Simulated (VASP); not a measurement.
Set up this calculation in VASP 6.6.1, as the native input.

```
Task                   : single point
Functional             : PBE
Potentials or basis    : VASP PAW PBE potentials, release 64 (Ir_sv_GW, O)
Cutoff                 : 520 eV
k mesh                 : 10 × 7 × 1
Occupations            : gaussian, width 0.1 eV
Spin                   : no spin polarisation
Dipole correction      : yes
Further INCAR settings : ALGO = Normal; EDIFF = 1e-06; NBANDS = 45; NELMDL = -8
```

The structure of Ir4O lies in POSCAR:

```
Ir4O
1.0
    2.7367600872      0.0000000000      0.0000000000
    0.0000000000      3.8703632323      0.0000000000
    0.0000000000      0.0000000000     19.4599433740
Ir O
4 1
Direct
    0.5000000000      0.5000000000      0.2055504440
    0.0000000000      0.0000000000      0.2758682253
    0.5000000000      0.5000000000      0.3454282602
    0.0000000000      0.0000000000      0.4090424736
    0.0000000000      0.1250000000      0.4947789724
```

The input as run:

INCAR

```
PREC = Accurate ; ENCUT = 520
EDIFF = 1E-6 ; ISMEAR = 0
SIGMA = 0.1 ; LREAL = False
LASPH = True ; NELM = 120
ALGO = Normal ; ISIF = 2
LWAVE = False ; LCHARG = False
LDIPOL = True ; IDIPOL = 3
DIPOL = 0.5 0.5 0.346 ; GGA = PE
NBANDS = 45 ; GGA_COMPAT = False
NELMDL = -8
```

KPOINTS

```
Automatic mesh
0
Gamma
  10 7 1
```

Potentials or basis: VASP PAW PBE potentials, release 64 (Ir_sv_GW, O).

Launch:

```console
$ cat potpaw_PBE.64/Ir_sv_GW/POTCAR potpaw_PBE.64/O/POTCAR > POTCAR
$ mpirun -np 1 vasp_std > vasp.out
```

Results of the run:

| Property | Result |
| --- | --- |
| Largest force | 2.009 eV/Å |
| Band gap on the k mesh | zero (bands 37 and 38 overlap by 1.00 eV) |

Caveat: spin-orbit coupling is left out, which moves the levels of the heavy elements.

It took 7.6 min on 1 thread of AMD EPYC 9R45 96-Core Processor (Zen 5), on a shared host, peak memory 0.37 GiB.
